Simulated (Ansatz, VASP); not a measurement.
## Ti in VASP and in Ansatz

```
Ti
1.0
     4.52309    0.00000    0.00000
    -2.26155    3.91712    0.00000
     0.00000    0.00000    2.79634
Ti
3
Direct
  0.00000 0.00000 0.00000
  0.33333 0.66667 0.50000
  0.66667 0.33333 0.50000
```

Alike in both runs: functional PBEsol; k mesh 12 × 12 × 14; occupations fermi-dirac, width 0.15 eV; no spin polarisation.

Ansatz relaxed the structure, and its values are those at the end. VASP's run is a single point on that final structure, the one shown.

|  | VASP | Ansatz |
| --- | --- | --- |
| version | VASP 6.6.1 | Ansatz 0.2.0 |
| potentials or method | VASP PAW PBE potentials, release 64 (Ti_sv), cutoff 520 eV | scalar-relativistic, plane waves, PAW |
| valence electrons in the cell | 36 | 36 |

```tsv
	VASP	Ansatz	Ansatz less VASP
gap on the k mesh at the Fermi level (eV)	none	none	-
pressure (GPa)	-0.3	0.0	+0.32
```

VASP's potentials were made for PBE, not for PBEsol, and Ansatz warns of the same on its side. A gap of «none» marks a metal or a gap that the smearing closes.
